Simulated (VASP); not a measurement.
Input of a VASP 6.6.1 run:

File INCAR:

```
SYSTEM = Ti
PREC     = Accurate       ! precision mode
ENCUT    = 600            ! plane-wave cutoff, eV
EDIFF    = 1E-6           ! SCF threshold, eV
ISMEAR   = -1             ! smearing method
SIGMA    = 0.05           ! smearing width, eV
LREAL    = .FALSE.        ! projectors in reciprocal space
LASPH    = .TRUE.         ! aspherical terms in the spheres
NELM     = 100            ! most SCF steps
ALGO     = Normal         ! electronic algorithm
ISIF     = 3              ! what is computed and relaxed
LWAVE    = .FALSE.        ! write WAVECAR
LCHARG   = .FALSE.        ! write CHGCAR
GGA      = PS             ! functional
IBRION   = 2              ! ionic algorithm
NSW      = 80             ! ionic steps
EDIFFG   = -0.01          ! ionic threshold
PSTRESS  = 300.0
```

KPOINTS

```
regular mesh
0
G
  11 11 11
  0 0 0
```

POSCAR

```
Ti
1.0
    0.0000000000      2.0300000000      2.0300000000
    2.0300000000      0.0000000000      2.0300000000
    2.0300000000      2.0300000000      0.0000000000
Ti
1
Direct
    0.0000000000      0.0000000000      0.0000000000
```

Potentials or basis: VASP PAW PBE potentials, release 64 (Ti_sv).

Command:

```bash
$ cat potpaw_PBE.64/Ti_sv/POTCAR > POTCAR
$ mpirun -np 1 vasp_std > vasp.out
```

What does it give for the relaxed volume?

13.75 Å³/atom.

What does it give for the relaxed cell?

a = 2.689 Å, b = 2.689 Å, c = 2.689 Å, α = 60.00°, β = 60.00°, γ = 60.00°.

What does it give for the band gap on the k mesh?

Zero (band 6 reaches 11.78 eV, above the bottom of band 7 at 10.45 eV).

What does it give for the space group after relaxing (to 0.05 Å)?

Fm-3m (No. 225).

Final structure:
```
CELL_PARAMETERS angstrom
0.00000 1.90140 1.90140
1.90140 0.00000 1.90140
1.90140 1.90140 0.00000
ATOMIC_POSITIONS crystal
Ti 0.00000 0.00000 0.00000
```

Caveat: the cell is relaxed towards a set pressure, so the enthalpy falls and the energy may rise; the volume moved by over 15 % at a fixed basis, so the end points are rough; the PAW data sets were made with another functional, which shifts forces and pressure a little.
